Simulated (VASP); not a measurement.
# ScB15N16 (a cell with a defect) in VASP: a series of runs, part 2 of 2

VASP 6.6.1. The steps go on from the part before.

## (3) Single point, HSE06

POSCAR

```
ScB15N16
1.0
   -3.6241103844      3.6241103844     -3.6241103844
    3.6241103844      3.6241103844      3.6241103844
    3.6241103844     -3.6241103844     -3.6241103844
B Sc N
15 1 16
Direct
   -0.0099595334     -0.0106104650     -0.0103410704
    0.0016228259      0.2504224267      0.7611704805
    0.0016231594      0.5114455242      0.5001432623
   -0.0099610466      0.7399358273      0.2391082999
    0.2510737555      0.0009718426      0.7611718417
    0.2510733458      0.5114449461      0.2506919215
    0.2510713228      0.7504191342      0.0001416400
    0.5121030076      0.0009711592      0.5001420066
    0.5121021063      0.2504221206      0.2506914538
    0.5005242871      0.4998736287      0.0106191415
    0.5005230114      0.7608938077      0.7495920538
    0.7405892291     -0.0106099727      0.2391100740
    0.7510714916      0.2504183238      0.0001403596
    0.7615505071      0.4998732359      0.7495927099
    0.7510727277      0.7504195189      0.5001396732
    0.2510549790      0.2503853043      0.5001219220
   -0.0496979912     -0.0503482365      0.1993718706
   -0.0030818628      0.2504193228      0.0052791823
    0.0103628236      0.5045748970      0.7542971459
   -0.0030812618      0.7555559746      0.5001400657
    0.2510720760     -0.0037340622      0.0052794973
    0.2510734978      0.2504240190      0.8008968761
    0.2510746174      0.5511614690      0.5001442948
    0.2510719897      0.7555561337      0.2459881104
    0.5052262201      0.0097100916      0.7542948164
    0.5518289172      0.2504236555      0.5001415083
    0.5052281133      0.5045747083      0.2594312052
    0.4917807050      0.7452838693     -0.0049943335
    0.7562108497     -0.0037337066      0.5001405606
    0.7562090982      0.2504186012      0.2459869499
    0.7459330766      0.4911265046     -0.0049980517
    0.7459364916      0.7452839807      0.7408485359
```

INCAR.step1

```
SYSTEM = ScB15N16
ALGO = Normal ; EDIFF = 1E-5
ENCUT = 520 ; GGA = PE
GGA_COMPAT = .False. ; ISIF = 2
ISMEAR = -1 ; LASPH = .True.
LREAL = Auto ; LWAVE = .True.
NBANDS = 90 ; NELM = 120
PREC = Accurate ; SIGMA = 0.01
```

INCAR.step2

```
SYSTEM = ScB15N16
ALGO = Normal ; EDIFF = 1E-6
ENCUT = 520 ; GGA = PE
GGA_COMPAT = .False. ; HFSCREEN = 0.2079
ISIF = 2 ; ISMEAR = -1
ISTART = 1 ; LASPH = .True.
LCHARG = .True. ; LELF = .True.
LHFCALC = .True. ; LREAL = Auto
LVHAR = .True. ; LWAVE = .False.
NBANDS = 90 ; NELM = 120
PREC = Accurate ; PRECFOCK = Fast
SIGMA = 0.01
```

KPOINTS

```
Automatic mesh
0
Gamma
  1 1 1
  0.25 0.25 0.25
```

Potentials or basis: VASP PAW PBE potentials, release 64 (B, Sc_sv, N).

Command:

```console
$ cat potpaw_PBE.64/B/POTCAR potpaw_PBE.64/Sc_sv/POTCAR potpaw_PBE.64/N/POTCAR > POTCAR
$ cp INCAR.step1 INCAR
$ mpirun -np 1 vasp_std > vasp.out
$ cp INCAR.step2 INCAR
$ mpirun -np 1 vasp_std > vasp.out
```

It took 9 min on 1 thread of Intel Xeon 8259CL, shared host; peak memory 0.47 GiB.

The run converged. Its results:

```yaml
Free_energy: -319.3703 eV
Pressure: 19.4 GPa
Largest_force: 0.104 eV/Å
Band_gap_on_the_k_mesh: 6.99 eV
```

Forces in eV/Å, atoms in the order of the input:
```
B   -0.066 -0.048  0.066
B    0.065 -0.065 -0.047
B    0.066  0.048  0.065
B   -0.065 -0.065  0.047
B    0.047 -0.065 -0.065
B    0.048  0.066  0.065
B   -0.001 -0.001  0.001
B   -0.065  0.047 -0.065
B   -0.065  0.065 -0.047
B    0.065 -0.047 -0.065
B    0.065  0.065  0.047
B   -0.048 -0.066  0.066
B   -0.001 -0.001  0.001
B   -0.047  0.065 -0.065
B   -0.001 -0.001  0.001
Sc   0.001  0.001  0.000
N    0.013  0.013 -0.013
N   -0.006  0.006  0.014
N    0.013 -0.006  0.006
N   -0.006 -0.013 -0.006
N   -0.013  0.006  0.006
N   -0.013  0.013  0.012
N   -0.013 -0.013 -0.012
N   -0.013 -0.006 -0.006
N   -0.006 -0.006 -0.014
N    0.013 -0.013  0.012
N   -0.006  0.013  0.006
N    0.014  0.006 -0.006
N    0.006 -0.013  0.006
N    0.006 -0.006  0.014
N    0.006  0.006 -0.014
N    0.006  0.014 -0.006
```

Levels at points of the mesh, in eV from the valence-band top:
| k point | band 64 | band 65 | band 66 | band 67 | band 68 | band 69 | band 70 | band 71 | band 72 | band 73 |
| --- | --- | --- | --- | --- | --- | --- | --- | --- | --- | --- |
| (0.25, 0.25, 0.25) | -0.87 | -0.87 | 0.00 | 0.00 | 0.00 | 6.99 | 6.99 | 7.82 | 7.82 | 7.82 |

Caveat: the k points lie up to 1.23 Å⁻¹ apart, too coarse for converged energies, forces and pressures; the PAW data sets were made with another functional, which shifts forces and pressure a little.

## (4) Single point, PBE

INCAR

```
SYSTEM = ScB15N16
PREC = Accurate
ENCUT = 520
EDIFF = 1E-6
ISMEAR = -1
SIGMA = 0.01
LREAL = Auto
LASPH = .TRUE.
NELM = 120
ALGO = Normal
ISIF = 2
LWAVE = .FALSE.
LCHARG = .FALSE.
GGA = PE
NBANDS = 90
GGA_COMPAT = .FALSE.
```

KPOINTS

```
Automatic mesh
0
Gamma
  2 2 2
  0.5 0.5 0.5
```

POSCAR is that of step 3.

Command:

```console
$ cat potpaw_PBE.64/B/POTCAR potpaw_PBE.64/Sc_sv/POTCAR potpaw_PBE.64/N/POTCAR > POTCAR
$ mpirun -np 1 vasp_std > vasp.out
```

Run time: 4.9 min. Hardware: 1 thread of Intel Xeon 8259CL, shared host; peak memory 0.34 GiB.

It converged, with:

* Free energy: -272.5891 eV
* Pressure: 28.2 GPa
* Largest force: 0.096 eV/Å
* Band gap on the k mesh: 5.03 eV

Forces on the atoms (eV/Å):
```
B   -0.028  0.032  0.028
B    0.028 -0.027  0.032
B    0.028 -0.032  0.027
B   -0.028 -0.028 -0.032
B   -0.032 -0.027 -0.028
B   -0.032  0.028  0.027
B   -0.001 -0.001  0.001
B   -0.027 -0.032 -0.028
B   -0.027  0.028  0.032
B    0.027  0.032 -0.027
B    0.027  0.027 -0.032
B    0.032 -0.028  0.028
B   -0.001 -0.001  0.001
B    0.032  0.027 -0.027
B   -0.001 -0.001  0.001
Sc   0.001  0.001  0.000
N    0.055  0.055 -0.056
N    0.005 -0.004  0.018
N    0.018  0.005 -0.004
N    0.004 -0.018  0.004
N   -0.018 -0.005 -0.005
N   -0.055  0.055  0.055
N   -0.055 -0.055 -0.055
N   -0.018  0.004  0.004
N    0.004  0.004 -0.019
N    0.055 -0.055  0.055
N    0.005  0.018 -0.004
N    0.019 -0.004  0.005
N   -0.005 -0.018 -0.005
N   -0.004  0.005  0.018
N   -0.005 -0.005 -0.019
N   -0.004  0.019  0.005
```

Levels at points of the mesh, in eV from the valence-band top:
```csv
k point,band 66,band 67,band 68,band 69,band 70,band 71
"(0.25, 0.25, 0.25)",-0.10,-0.10,-0.10,5.11,5.11,6.11
```

Caveat: the k points lie up to 0.61 Å⁻¹ apart.

## (5) Relaxation of the atoms, PBE

INCAR

```
PREC = Accurate
ENCUT = 520
EDIFF = 1E-7
ISMEAR = 0
SIGMA = 0.01
LREAL = Auto
LASPH = T
NELM = 120
ALGO = Normal
ISIF = 2
LWAVE = F
LCHARG = F
GGA = PE
IBRION = 2
NSW = 100
EDIFFG = -0.03
GGA_COMPAT = F
NELMIN = 4
```

KPOINTS

```
Automatic mesh
0
Gamma
  1 1 1
  0.25 0.25 0.25
```

POSCAR

```
ScB15N16
1.0
   -3.6241103800      3.6241103800     -3.6241103800
    3.6241103800      3.6241103800      3.6241103800
    3.6241103800     -3.6241103800     -3.6241103800
B Sc N
15 1 16
Direct
    0.0000000000      0.0000000000      0.0000000000
    0.0000000000      0.2500000000      0.7500000000
    0.0000000000      0.5000000000      0.5000000000
    0.0000000000      0.7500000000      0.2500000000
    0.2500000000      0.0000000000      0.7500000000
    0.2500000000      0.5000000000      0.2500000000
    0.2500000000      0.7500000000      0.0000000000
    0.5000000000      0.0000000000      0.5000000000
    0.5000000000      0.2500000000      0.2500000000
    0.5000000000      0.5000000000      0.0000000000
    0.5000000000      0.7500000000      0.7500000000
    0.7500000000      0.0000000000      0.2500000000
    0.7500000000      0.2500000000      0.0000000000
    0.7500000000      0.5000000000      0.7500000000
    0.7500000000      0.7500000000      0.5000000000
    0.2500000000      0.2500000000      0.5000000000
    0.0000000000      0.0000000000      0.2500000000
    0.0000000000      0.2500000000      0.0000000000
    0.0000000000      0.5000000000      0.7500000000
    0.0000000000      0.7500000000      0.5000000000
    0.2500000000      0.0000000000      0.0000000000
    0.2500000000      0.2500000000      0.7500000000
    0.2500000000      0.5000000000      0.5000000000
    0.2500000000      0.7500000000      0.2500000000
    0.5000000000      0.0000000000      0.7500000000
    0.5000000000      0.2500000000      0.5000000000
    0.5000000000      0.5000000000      0.2500000000
    0.5000000000      0.7500000000      0.0000000000
    0.7500000000      0.0000000000      0.5000000000
    0.7500000000      0.2500000000      0.2500000000
    0.7500000000      0.5000000000      0.0000000000
    0.7500000000      0.7500000000      0.7500000000
```

Command:

```console
$ cat potpaw_PBE.64/B/POTCAR potpaw_PBE.64/Sc_sv/POTCAR potpaw_PBE.64/N/POTCAR > POTCAR
$ mpirun -np 1 vasp_std > vasp.out
```

Run time: 17 min. Hardware: 1 thread of Intel Xeon 8259CL, shared host; peak memory 0.35 GiB.

It converged, with:

* Free energy: -271.8927 eV
* Pressure after relaxing: 28.0 GPa
* Largest force after relaxing: 0.024 eV/Å
* Band gap on the k mesh: 5.20 eV

Forces on the atoms (eV/Å):
```
B    0.006  0.004 -0.006
B   -0.006  0.006  0.004
B   -0.006 -0.004 -0.006
B    0.006  0.006 -0.004
B   -0.004  0.006  0.006
B   -0.004 -0.006 -0.006
B    0.000  0.000  0.000
B    0.006 -0.004  0.006
B    0.006 -0.006  0.004
B   -0.006  0.004  0.006
B   -0.006 -0.006 -0.004
B    0.004  0.006 -0.006
B    0.000  0.000  0.000
B    0.004 -0.006  0.006
B    0.000  0.000  0.000
Sc   0.000  0.000  0.000
N   -0.014 -0.014  0.014
N   -0.009  0.009 -0.012
N   -0.012 -0.009  0.009
N   -0.009  0.012 -0.009
N    0.012  0.009  0.009
N    0.014 -0.014 -0.014
N    0.014  0.014  0.014
N    0.012 -0.009 -0.009
N   -0.009 -0.009  0.012
N   -0.014  0.014 -0.014
N   -0.009 -0.012  0.009
N   -0.012  0.009 -0.009
N    0.009  0.012  0.009
N    0.009 -0.009 -0.012
N    0.009  0.009  0.012
N    0.009 -0.012 -0.009
```

Final structure:
```xyz
32
Lattice="-3.6241 3.6241 -3.6241 3.6241 3.6241 3.6241 3.6241 -3.6241 -3.6241" Properties=species:S:1:pos:R:3 pbc="T T T"
B     3.5858    3.5826   -3.5858
B     3.6624   -1.8504   -1.8536
B     3.6624    0.0415    0.0383
B    -0.0383    5.3978   -1.7705
B     1.8536   -1.8504   -3.6624
B     1.8536    1.8504    0.0383
B     1.8121    3.6241    1.8121
B    -0.0383    0.0415   -3.6624
B    -0.0383    1.8504   -1.8536
B     0.0383    3.5826   -0.0383
B     3.6624    1.8504   -1.7705
B     1.7705    5.3978    0.0383
B    -1.8121    3.6241   -1.8121
B     1.7705    1.8504   -3.6624
B     1.8121    3.6241   -1.8121
Sc    1.8121    0.0000   -1.8121
N     0.7212    6.1574   -0.7212
N    -2.6842    4.4962   -2.7215
N     4.5267   -0.8721   -0.9399
N     0.9399    4.5336   -2.6842
N     2.7215    4.4962    2.6842
N     2.9029   -1.0908   -2.9029
N     2.9029    1.0908   -0.7212
N     2.7215    2.7520    0.9399
N     0.9399   -0.8721   -4.5267
N     0.7212    1.0908   -2.9029
N     0.9399    2.7146   -0.9399
N     4.5267    0.8721   -2.6842
N     2.6842    4.5336   -0.9399
N    -0.9399    2.7520   -2.7215
N     2.6842    0.8721   -4.5267
N     2.6842    2.7146   -2.6842
```

Levels at points of the mesh, in eV from the valence-band top:
```tsv
k point	band 66	band 67	band 68	band 69	band 70	band 71
(0.25, 0.25, 0.25)	0.00	0.00	0.00	5.20	5.20	6.20
```

Caveat: the k points lie up to 1.23 Å⁻¹ apart, too coarse for converged energies, forces and pressures.

## (6) Summary

```csv
task,level,cell,k mesh,smearing,grid for exact exchange (PRECFOCK),share of exact exchange,screening parameter,gap on the mesh (eV),pressure (GPa),largest force (eV/Å)
single point,PBE,"as given, atomic positions A","1 × 1 × 1, shifted",gaussian 0.01 eV,-,-,-,5.21,28.0,0.08
single point,HSE06,"as given, atomic positions A","1 × 1 × 1, shifted",fermi-dirac 0.01 eV,Fast,0.25,0.2079 1/Å,6.99,19.4,0.10
single point,PBE,"as given, atomic positions A","2 × 2 × 2, shifted",fermi-dirac 0.01 eV,-,-,-,5.03,28.2,0.10
relaxation of the atoms,PBE,"atoms relaxed, atomic positions B","1 × 1 × 1, shifted",gaussian 0.01 eV,-,-,-,5.20,28.0,0.02
```

Alike in all rows: potentials or basis VASP PAW PBE potentials, release 64 (B, Sc_sv, N); no spin polarisation; cutoff (eV) 520.

Caveats: all runs use coarse meshes; the PAW data sets were made with another functional, which shifts forces and pressure a little (at least some runs).

Total energies depend on the potentials used, so only differences within one code and one set of settings carry meaning.
